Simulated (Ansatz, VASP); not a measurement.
## Two plane-wave programs on BN

```
B N
1.0
     0.00000    1.80482    1.80482
     1.80482    0.00000    1.80482
     1.80482    1.80482    0.00000
B N
1 1
Direct
  0.00000 0.00000 0.00000
  0.25000 0.25000 0.25000
```

Alike in both runs: task single point; functional r2SCAN; k mesh 10 × 10 × 10; no spin polarisation.

|  | VASP | Ansatz |
| --- | --- | --- |
| version | VASP 6.6.1 | Ansatz 0.2.0 |
| potentials or method | VASP PAW PBE potentials, release 64 (B, N) | plane waves, PAW |
| plane-wave cutoff (eV) | 520 | 500 |
| occupations | gaussian, width 0.01 eV | fixed |
| valence electrons in the cell | 8 | 8 |

|  | VASP | Ansatz | Ansatz less VASP |
| --- | --- | --- | --- |
| gap on the k mesh at the Fermi level (eV) | 4.98 | 5.00 | +0.021 |
| pressure (GPa) | 1.1 | 0.0 | -1.12 |

VASP's potentials were made for PBE, not for r2SCAN.
